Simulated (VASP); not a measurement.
# Si (a cell with a defect) in VASP: a series of runs

The runs below take Si (a cell with a defect) through single point, with PBEsol.

Everything below comes from runs of VASP 6.6.1. Logs are shortened: lines on timing, memory, paths and dates and some standing lists are left out, and cuts for length are marked.

### 1 The cell of the first run

The cell holds a defect, 17 atoms: a = 7.679 Å, b = 7.679 Å, c = 7.679 Å, α = 60.00°, β = 60.00°, γ = 60.00°.

### 2 Single point, PBEsol

Input file INCAR:

```
SYSTEM = Si
PREC = Accurate ; ENCUT = 520
EDIFF = 1E-6 ; ISMEAR = -1
SIGMA = 0.05 ; LREAL = Auto
LASPH = .True. ; NELM = 80
ALGO = Normal ; ISIF = 2
LWAVE = .False. ; LCHARG = .False.
GGA = PS ; NBANDS = 48
```

Input file KPOINTS:

```
regular mesh
0
Gamma
  2 2 2
  0 0 0
```

Input file POSCAR:

```
Si
1.0
    0.0000000000      5.4300000000      5.4300000000
    5.4300000000      0.0000000000      5.4300000000
    5.4300000000      5.4300000000      0.0000000000
Si
17
Direct
    0.0031167587      0.0025686924     -0.0124996317
    0.1355820442      0.1350453959      0.0939813076
    0.0111910681      0.0106529466      0.4671560773
    0.1241304788      0.1235954880      0.6153135359
    0.0031123389      0.5064686924     -0.0124970534
    0.1079451197      0.6313368324      0.1290353591
   -0.0378143646      0.5171255985      0.5032296501
    0.1241301105      0.6366137201      0.6153155617
    0.5070048803      0.0025724678     -0.0125013812
    0.6318847145      0.1073979742      0.1290246777
    0.5176631676     -0.0383629834      0.5032178637
    0.6371508287      0.1235959484      0.6153117864
    0.4748209945      0.4742721915      0.0762823204
    0.6318790976      0.6313411602      0.1290301105
    0.5176500000      0.5171352670      0.5032242173
    0.6020709945      0.6015288214      0.6945212707
    0.3365066298      0.3359405157      0.4912476980
```

Potentials or basis: VASP PAW PBE potentials, release 64 (Si).

Launch:

```bash
cat potpaw_PBE.64/Si/POTCAR > POTCAR
mpirun -np 1 vasp_std > vasp.out
```

OUTCAR:

```text
SYSTEM = Si
   PREC = Accurate
   ENCUT = 520
   EDIFF = 1E-6
   ISMEAR = -1
   LREAL = Auto
   LASPH = .True.
   NELM = 80
   ISIF = 2
   GGA = PS

 ion  position               nearest neighbor table
   1  0.003  0.003  0.988-   2 2.33  10 2.33   6 2.33   4 2.33
   2  0.136  0.135  0.094-   9 2.33   1 2.33   5 2.33   3 2.34
   3  0.011  0.011  0.467-   2 2.34   8 2.35   4 2.35  12 2.35
   4  0.124  0.124  0.615-   1 2.33   3 2.35  17 2.40   7 2.48  11 2.48
   5  0.003  0.506  0.988-   2 2.33  14 2.33   6 2.33   8 2.33
   6  0.108  0.631  0.129-   1 2.33   5 2.33  13 2.35   7 2.35
   7  0.962  0.517  0.503-  16 2.31   6 2.35  17 2.46   8 2.48   4 2.48
   8  0.124  0.637  0.615-   5 2.33   3 2.35  17 2.40   7 2.48  15 2.48
   9  0.507  0.003  0.987-   2 2.33  10 2.33  14 2.33  12 2.33
  10  0.632  0.107  0.129-   9 2.33   1 2.33  13 2.35  11 2.35
  11  0.518  0.962  0.503-  16 2.31  10 2.35  17 2.46   4 2.48  12 2.48
  12  0.637  0.124  0.615-   9 2.33   3 2.35  17 2.40  15 2.48  11 2.48
  13  0.475  0.474  0.076-   6 2.35  14 2.35  10 2.35  16 2.39  17 2.60
  14  0.632  0.631  0.129-   9 2.33   5 2.33  13 2.35  15 2.35
  15  0.518  0.517  0.503-  16 2.31  14 2.35  17 2.46   8 2.48  12 2.48
  16  0.602  0.602  0.695-  11 2.31  15 2.31   7 2.31  13 2.39
  17  0.337  0.336  0.491-  12 2.40   4 2.40   8 2.40  11 2.46  15 2.46   7 2.46  13 2.60

  LATTYP: Found a face centered cubic cell.
 ALAT       =    10.8600000000

  Lattice vectors:

 A1 = (   0.0000000000,   5.4300000000,   5.4300000000)
 A2 = (   5.4300000000,   0.0000000000,   5.4300000000)
 A3 = (   5.4300000000,   5.4300000000,   0.0000000000)

Analysis of symmetry for initial positions (statically):
=====================================================================
 Subroutine PRICEL returns:
 Original cell was already a primitive cell.

 Routine SETGRP: Setting up the symmetry group for a
 face centered cubic supercell.

 Subroutine GETGRP returns: Found  1 space group operations
 (whereof  1 operations were pure point group operations)
 out of a pool of 48 trial point group operations.

The static configuration has the point symmetry C_1 .

Analysis of symmetry for dynamics (positions and initial velocities):
=====================================================================
 Subroutine PRICEL returns:
 Original cell was already a primitive cell.

 Routine SETGRP: Setting up the symmetry group for a
 face centered cubic supercell.

 Subroutine GETGRP returns: Found  1 space group operations
 (whereof  1 operations were pure point group operations)
 out of a pool of 48 trial point group operations.

The dynamic configuration has the point symmetry C_1 .

 Subroutine INISYM returns: Found  1 space group operations
 (whereof  1 operations are pure point group operations),
 and found     1 'primitive' translations

----------------------------------------------------------------------------------------

                                     Primitive cell

  volume of cell :     320.2060

  direct lattice vectors                    reciprocal lattice vectors
     0.000000000  5.430000000  5.430000000    -0.092081031  0.092081031  0.092081031
     5.430000000  0.000000000  5.430000000     0.092081031 -0.092081031  0.092081031
     5.430000000  5.430000000  0.000000000     0.092081031  0.092081031 -0.092081031

  length of vectors
     7.679179644  7.679179644  7.679179644     0.159489025  0.159489025  0.159489025

  position of ions in fractional coordinates (direct lattice)
     0.003116759  0.002568692  0.987500368
     0.135582044  0.135045396  0.093981308
     0.011191068  0.010652947  0.467156077
     0.124130479  0.123595488  0.615313536
     0.003112339  0.506468692  0.987502947
     0.107945120  0.631336832  0.129035359
[... 9 lines left out ...]
     0.602070994  0.601528821  0.694521271
     0.336506630  0.335940516  0.491247698

  ion indices of the primitive-cell ions
   primitive index   ion index
                 1           1
                 2           2
                 3           3
                 4           4
                 5           5
                 6           6
[... 9 lines left out ...]
                16          16
                17          17

----------------------------------------------------------------------------------------

 KPOINTS: regular mesh

Automatic generation of k-mesh.
 Grid dimensions read from file:
 generate k-points for:    2    2    2

 Generating k-lattice:

  Cartesian coordinates                     Fractional coordinates (reciprocal lattice)
    -0.046040516  0.046040516  0.046040516     0.500000000  0.000000000  0.000000000
     0.046040516 -0.046040516  0.046040516     0.000000000  0.500000000  0.000000000
     0.046040516  0.046040516 -0.046040516     0.000000000  0.000000000  0.500000000

  Length of vectors
     0.079744512  0.079744512  0.079744512

  Shift w.r.t. Gamma in fractional coordinates (k-lattice)
     0.000000000  0.000000000  0.000000000

 Subroutine IBZKPT returns following result:
 ===========================================

 Found      8 irreducible k-points:

 Following reciprocal coordinates:
            Coordinates               Weight
  0.000000  0.000000  0.000000      1.000000
  0.500000  0.000000  0.000000      1.000000
  0.000000  0.500000  0.000000      1.000000
  0.000000  0.000000  0.500000      1.000000
  0.500000  0.500000  0.500000      1.000000
  0.500000  0.500000  0.000000      1.000000
  0.000000  0.500000  0.500000      1.000000
  0.500000  0.000000  0.500000      1.000000
   k-points           NKPTS =      8   k-points in BZ     NKDIM =      8   number of bands    NBANDS=     48
   number of dos      NEDOS =    301   number of ions     NIONS =     17
   total plane-waves  NPLWV = 216000
   dimension x,y,z NGX =    60 NGY =   60 NGZ =   60
   dimension x,y,z NGXF=   120 NGYF=  120 NGZF=  120
   ions per type =              17
   NGX,Y,Z   is equivalent  to a cutoff of  12.99, 12.99, 12.99 a.u.
   NGXF,Y,Z  is equivalent  to a cutoff of  25.98, 25.98, 25.98 a.u.
 SYSTEM =  Si
   PREC   = accura    normal or accurate (medium, high low for compatibility)
   ISTART =      0    job   : 0-new  1-cont  2-samecut
   ICHARG =      2    charge: 1-file 2-atom 10-const
   ISPIN  =      1    spin polarized calculation?
   LNONCOLLINEAR =      F non collinear calculations
   LSORBIT =      F    spin-orbit coupling
   LASPH  =      T    aspherical Exc in radial PAW
   ENCUT  =  520.0 eV  38.22 Ry    6.18 a.u.  14.28 14.28 14.28*2*pi/ulx,y,z
   NELM   =     80;   NELMIN=  2; NELMDL= -5     # of ELM steps
   EDIFF  = 0.1E-05   stopping-criterion for ELM
   LREAL  =      T    real-space projection
   EDIFFG = 0.1E-04   stopping-criterion for IOM
   NSW    =      0    number of steps for IOM
   IBRION =     -1    ionic relax: 0-MD 1-quasi-New 2-CG
   NFREE  =      0    steps in history (QN), initial steepest desc. (CG)
   ISIF   =      2    stress and relaxation
   ISYM   =      2    0-nonsym 1-usesym 2-fastsym
   POTIM  = 0.5000    time-step for ionic-motion
   TEBEG  =    0.0;   TEEND  =   0.0 temperature during run
   PSTRESS=    0.0 pullay stress
   NELECT =      68.0000    total number of electrons
   NUPDOWN=      -1.0000    fix difference up-down
   EMIN   =  10.00;   EMAX   =-10.00  energy-range for DOS
   EFERMI =   0.00;   METHOD = LEGACY
   ISMEAR =    -1;   SIGMA  =   0.05  broadening in eV -4-tet -1-fermi 0-gaus
   EFERMI_NEDOS =   21; number of points for ismear=-14 and -15
   IALGO  =     38    algorithm
   IMIX   =      4    mixing-type and parameters
     AMIX     =   0.40;   BMIX     =  1.00
     AMIX_MAG =   1.60;   BMIX_MAG =  1.00
  volume/ion in A,a.u.               =      18.84       127.11
  Fermi-wavevector in a.u.,A,eV,Ry     =   0.976715  1.845724 12.979587  0.953973
  Thomas-Fermi vector in A             =   2.107356
   LORBIT       =      0    0 simple, 1 ext, 2 COOP (PROOUT), +10 PAW based schemes
   GGA     = PS    functional components
   LHFCALC =     F    Hartree Fock is set to
   AEXX    =    0.0000 exact exchange contribution
   IVDW    =     0    specifies the selected vdW correction
   LEPSILON=     F    determine dielectric tensor
   LRPA    =     F    only Hartree local field effects (RPA)
 non-spin polarized calculation
  energy-cutoff  :      520.00
  volume of cell :      320.21
 maximum number of plane-waves:      8646
 NGX is ok and might be reduce to    60
   NGX = 29   NGY = 29   NGZ = 29

 number of electron      67.9999999 magnetization

 Free energy of the ion-electron system (eV)
  ---------------------------------------------------
  ext. energy  EPLUGINS =         0.00000000
  ---------------------------------------------------
  free energy    TOTEN  =       -93.69449233 eV

  energy without entropy =      -93.64254406  energy(sigma->0) =      -93.66851819

 E-fermi :   6.6754     XC(G=0):  -9.8247

 val. band max:        6.6106092089   @ k =   0.0000   0.0000   0.0000
 cond. band min:       6.6765340956   @ k =   0.0000   0.5000   0.5000
 fundamental gap:      0.0659248867
 Fermi energy:         6.6753816086

 k-point     1 :       0.0000    0.0000    0.0000
  band No.  band energies     occupation
      1      -6.3033      2.00000
      2      -3.9140      2.00000
      3      -3.6534      2.00000
      4      -3.6534      2.00000
      5      -3.4478      2.00000
      6      -2.7750      2.00000
[... 38 lines left out ...]
     45       8.3432      0.00000
     46       8.8024      0.00000

 k-point     2 :       0.5000    0.0000    0.0000
  band No.  band energies     occupation
      1      -5.8421      2.00000
      2      -5.0484      2.00000
      3      -3.6605      2.00000
      4      -3.4574      2.00000
      5      -3.2596      2.00000
      6      -3.0552      2.00000
[... 38 lines left out ...]
     45       9.4955      0.00000
     46       9.9098      0.00000

 k-point     3 :       0.0000    0.5000    0.0000
  band No.  band energies     occupation
      1      -5.8421      2.00000
      2      -5.0484      2.00000
      3      -3.6605      2.00000
      4      -3.4574      2.00000
      5      -3.2597      2.00000
      6      -3.0552      2.00000
[... 38 lines left out ...]
     45       9.4954      0.00000
     46       9.9098      0.00000

 k-point     4 :       0.0000    0.0000    0.5000
  band No.  band energies     occupation
      1      -5.9058      2.00000
      2      -4.9322      2.00000
      3      -3.5061      2.00000
      4      -3.4278      2.00000
      5      -3.4277      2.00000
      6      -3.0535      2.00000
[... 38 lines left out ...]
     45       9.7396      0.00000
     46       9.8481      0.00000

 k-point     5 :       0.5000    0.5000    0.5000
  band No.  band energies     occupation
      1      -5.8421      2.00000
      2      -5.0484      2.00000
      3      -3.6605      2.00000
      4      -3.4574      2.00000
      5      -3.2597      2.00000
      6      -3.0552      2.00000
[... 38 lines left out ...]
     45       9.4955      0.00000
     46       9.9098      0.00000

 k-point     6 :       0.5000    0.5000    0.0000
  band No.  band energies     occupation
      1      -5.7115      2.00000
      2      -4.7675      2.00000
      3      -4.0996      2.00000
      4      -3.9099      2.00000
      5      -3.8517      2.00000
      6      -3.6855      2.00000
[... 38 lines left out ...]
     45      10.1684      0.00000
     46      10.3050      0.00000

 k-point     7 :       0.0000    0.5000    0.5000
  band No.  band energies     occupation
      1      -5.7115      2.00000
      2      -4.7676      2.00000
      3      -4.0996      2.00000
      4      -3.9099      2.00000
      5      -3.8517      2.00000
      6      -3.6855      2.00000
[... 38 lines left out ...]
     45      10.1683      0.00000
     46      10.3050      0.00000

 k-point     8 :       0.5000    0.0000    0.5000
  band No.  band energies     occupation
      1      -5.7115      2.00000
      2      -4.7675      2.00000
      3      -4.0996      2.00000
      4      -3.9099      2.00000
      5      -3.8517      2.00000
      6      -3.6856      2.00000
[... 38 lines left out ...]
     45      10.1684      0.00000
     46      10.3050      0.00000
 [bands above 46 left out]

------------------------ aborting loop because EDIFF is reached ----------------------------------------

  FORCE on cell =-STRESS in cart. coord.  units (eV):
  Direction    XX          YY          ZZ          XY          YZ          ZX
  --------------------------------------------------------------------------------------
  -------------------------------------------------------------------------------------
  Total        4.9545646      4.9528191      4.9539813     -0.8515290      0.8533453      0.8494327
  in kB       24.7905745     24.7818407     24.7876559     -4.2606959      4.2697840      4.2502069
  external PRESSURE =      24.7866904 kB  Pullay stress =       0.0000000 kB

 VOLUME and BASIS-vectors are now :
 -----------------------------------------------------------------------------
  energy-cutoff  :      520.00
  volume of cell :      320.21
      direct lattice vectors                 reciprocal lattice vectors
     0.000000000  5.430000000  5.430000000    -0.092081031  0.092081031  0.092081031
     5.430000000  0.000000000  5.430000000     0.092081031 -0.092081031  0.092081031
     5.430000000  5.430000000  0.000000000     0.092081031  0.092081031 -0.092081031

 POSITION                                       TOTAL-FORCE (eV/Angst)
 -----------------------------------------------------------------------------------
      5.37607      5.37905      0.03087         0.010222      0.010327      0.014604
      1.24362      1.24653      1.46951         0.006969      0.006344     -0.006490
      2.59450      2.59742      0.11861         0.005642      0.003934     -0.004398
      4.01228      4.01518      1.34515        -0.005140     -0.004602     -0.003575
      8.11227      5.37904      2.76702        -0.014074      0.010727     -0.010129
      4.12882      1.28680      4.01430        -0.004868     -0.006065      0.004989
[... 9 lines left out ...]
      7.03755      7.04050      6.53555         0.002244      0.002360     -0.002244
      4.49163      4.49471      3.65139        -0.000575     -0.000415      0.000728
 -----------------------------------------------------------------------------------
    total drift:                               -0.004820     -0.008179      0.007550

  FREE ENERGIE OF THE ION-ELECTRON SYSTEM (eV)
  ---------------------------------------------------
  free  energy   TOTEN  =       -93.6944923265 eV

  energy  without entropy=      -93.6425440561  energy(sigma->0) =      -93.66851819
```

Run time: 3.4 min. Hardware: 1 thread of AMD EPYC 7R43 (Zen 3), shared host; peak memory 0.42 GiB.

What came out:

| Quantity | Value |
| --- | --- |
| Free energy | -93.6945 eV |
| Pressure | 2.5 GPa |
| Largest force | 0.021 eV/Å |
| Band gap on the k mesh | zero (bands 34 and 35 overlap by 0.07 eV) |

Forces in eV/Å, atoms in the order of the input:
```
Si   0.010  0.010  0.015
Si   0.007  0.006 -0.006
Si   0.006  0.004 -0.004
Si  -0.005 -0.005 -0.004
Si  -0.014  0.011 -0.010
Si  -0.005 -0.006  0.005
Si   0.007 -0.005 -0.007
Si   0.003 -0.005  0.004
Si   0.010 -0.014 -0.011
Si  -0.005 -0.005  0.004
Si  -0.006  0.007 -0.007
Si  -0.005  0.004  0.005
Si  -0.005 -0.007  0.007
Si  -0.005 -0.005  0.006
Si   0.007  0.008  0.006
Si   0.002  0.002 -0.002
Si  -0.001  0.000  0.001
```

Stress tensor (GPa, compression positive):
```
 2.48 -0.43  0.43
-0.43  2.48  0.43
 0.43  0.43  2.48
```

Caveat: the k points lie up to 0.50 Å⁻¹ apart; the PAW data sets were made with another functional, which shifts forces and pressure a little.

### 3 Single point, PBEsol

Input file INCAR:

```
SYSTEM = Si
PREC = Accurate ; ENCUT = 520
EDIFF = 1E-6 ; ISMEAR = -1
SIGMA = 0.05 ; LREAL = Auto
LASPH = .TRUE. ; NELM = 100
ALGO = Normal ; ISIF = 2
LWAVE = .FALSE. ; LCHARG = .FALSE.
GGA = PS ; NBANDS = 48
```

Input file KPOINTS:

```
Automatic mesh
0
G
  2 2 2
  0 0 0
```

Input file POSCAR:

```
Si
1.0
    0.0000000000      5.4300000000      5.4300000000
    5.4300000000      0.0000000000      5.4300000000
    5.4300000000      5.4300000000      0.0000000000
Si
17
Direct
    0.0012449355      0.0007167587     -0.0073169429
    0.1320884899      0.1315770718      0.1044798343
    0.0076479742      0.0071337937      0.4778043278
    0.1216722836      0.1211546041      0.6207525783
    0.0012376611      0.5050778085     -0.0073126151
    0.1146842541      0.6287032228      0.1276304788
   -0.0205406998      0.5070939227      0.5060895028
    0.1216684162      0.6361422652      0.6207568140
    0.5055888582      0.0007218232     -0.0073203499
    0.6292307551      0.1141581952      0.1276143646
    0.5076162983     -0.0210881215      0.5060776243
    0.6366532228      0.1211576427      0.6207497238
    0.4880957643      0.4875694291      0.0364788214
    0.6292222836      0.6287093923      0.1276235727
    0.5075951197      0.5071096685      0.5060842541
    0.6116965009      0.6111480663      0.6657077348
    0.3580788214      0.3575057090      0.4265961326
```

Potentials or basis: VASP PAW PBE potentials, release 64 (Si).

Launch:

```bash
cat potpaw_PBE.64/Si/POTCAR > POTCAR
mpirun -np 1 vasp_std > vasp.out
```

Run time: 3.4 min. Hardware: 1 thread of AMD EPYC 7R43 (Zen 3), shared host; peak memory 0.42 GiB.

The run converged. Its results:

- Free energy: -93.8441 eV
- Pressure: 3.2 GPa
- Largest force: 0.259 eV/Å
- Band gap on the k mesh: zero (bands 34 and 35 overlap by 0.14 eV)

Forces on the atoms (eV/Å):
```
Si   0.022  0.022 -0.027
Si   0.037  0.037 -0.036
Si   0.036  0.037 -0.037
Si   0.024  0.024 -0.024
Si   0.027  0.022 -0.021
Si  -0.004  0.035  0.004
Si  -0.014  0.085  0.014
Si   0.024  0.024 -0.024
Si   0.022  0.028 -0.022
Si   0.034 -0.005  0.005
Si   0.084 -0.014  0.014
Si   0.024  0.023 -0.025
Si  -0.093 -0.092  0.093
Si  -0.004 -0.004 -0.034
Si  -0.014 -0.014 -0.085
Si  -0.056 -0.057  0.057
Si  -0.148 -0.150  0.149
```

Stress tensor (GPa, compression positive):
```
 3.17 -0.15  0.15
-0.15  3.17  0.15
 0.15  0.15  3.17
```

Levels at points of the mesh, in eV from the Fermi level:
```tsv
k point	band 30	band 31	band 32	band 33	band 34	band 35	band 36	band 37	band 38	band 39
(0.00, 0.00, 0.00)	-1.57	-0.79	-0.70	-0.70	-0.40	-0.11	-0.11	0.09	0.09	0.51
(0.50, 0.00, 0.00)	-1.47	-1.36	-1.34	-1.14	-0.20	0.31	0.76	0.82	0.91	1.33
(0.00, 0.50, 0.00)	-1.47	-1.36	-1.34	-1.15	-0.20	0.31	0.76	0.82	0.91	1.33
(0.00, 0.00, 0.50)	-1.46	-1.46	-1.29	-1.29	-0.31	0.43	0.43	1.05	1.05	1.24
(0.50, 0.50, 0.50)	-1.47	-1.36	-1.34	-1.14	-0.20	0.31	0.76	0.82	0.91	1.33
(0.50, 0.50, 0.00)	-1.94	-1.90	-1.75	-0.87	0.04	0.60	1.12	1.23	1.26	1.92
(0.00, 0.50, 0.50)	-1.94	-1.90	-1.75	-0.87	0.04	0.60	1.12	1.23	1.26	1.92
(0.50, 0.00, 0.50)	-1.94	-1.90	-1.75	-0.87	0.04	0.60	1.12	1.23	1.26	1.92
```

Caveat: the k points lie up to 0.50 Å⁻¹ apart; the PAW data sets were made with another functional, which shifts forces and pressure a little.
